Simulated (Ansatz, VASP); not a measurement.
## SiC in VASP and in Ansatz

The input POSCAR:

```
SiC
1.0
    0.0000000000      1.7356781126      1.7356781126
    1.7356781126      0.0000000000      1.7356781126
    1.7356781126      1.7356781126      0.0000000000
Si C
1 1
Direct
    0.0000000000      0.0000000000      0.0000000000
    0.5000000000      0.5000000000      0.5000000000
```

File INCAR.step1:

```
SYSTEM = SiC
ALGO = Normal
EDIFF = 1E-5
ENCUT = 660
GGA = PE
GGA_COMPAT = .FALSE.
ISMEAR = -1
LASPH = .TRUE.
LCHARG = .FALSE.
LREAL = .FALSE.
LWAVE = .TRUE.
NBANDS = 11
NELM = 120
PREC = Accurate
SIGMA = 0.1
```

INCAR.step2

```
SYSTEM = SiC
ALGO = Normal
EDIFF = 1E-6
ENCUT = 660
GGA_COMPAT = .FALSE.
ISIF = 2
ISMEAR = -1
ISTART = 1
LASPH = .TRUE.
LCHARG = .FALSE.
LMIXTAU = .TRUE.
LREAL = .FALSE.
LWAVE = .FALSE.
METAGGA = R2SCAN
NBANDS = 11
NELM = 120
PREC = Accurate
SIGMA = 0.1
```

KPOINTS

```
k-points
0
G
  17 17 17
  0 0 0
```

Input for Ansatz:

```yaml
crystal:
  lattice:
    - [0.0, 1.7356781126, 1.7356781126]
    - [1.7356781126, 0.0, 1.7356781126]
    - [1.7356781126, 1.7356781126, 0.0]
  atoms:
    - { symbol: Si, position: [0.0, 0.0, 0.0] }
    - { symbol: C, position: [0.5, 0.5, 0.5] }
kpoints:
  mp_grid: { grid: [17, 17, 17] }
scf:
  occupations: { method: fermi_dirac, width: 0.1 }
hamiltonian:
  xc: r2scan
  pseudopotentials: { kind: paw }
output:
  forces: true
  stress: true
  eigenvalues: true
  populations: true
  write_density: true
  write_potential: true
  elf: true
  volumetric_format: npy
```

Change from the starting cell: volume scaled by 0.64, PAW files.

Alike in both runs: task single point; functional r2SCAN; k mesh 17 × 17 × 17; occupations fermi-dirac, width 0.1 eV; no spin polarisation.

|  | VASP | Ansatz |
| --- | --- | --- |
| version | VASP 6.6.1 | Ansatz 0.2.0 |
| potentials or method | VASP PAW PBE potentials, release 64 (Si, C) | PAW with Ansatz's default frozen-core files, scalar-relativistic |
| plane-wave cutoff (eV) | 660 | 500 |
| valence electrons in the cell | 8 | 8 |

Ansatz gave:

| Item | Value |
| --- | --- |
| pressure (GPa) | 301.1 |

Question: Which values does VASP return?

Answer: Pressure (GPa): 301.3.

VASP's potentials were made for PBE, not for r2SCAN. Both programs put the cell under a high pressure, so it lies far from rest at this level.

Noted on VASP's run: the cell as given lies far from equilibrium.
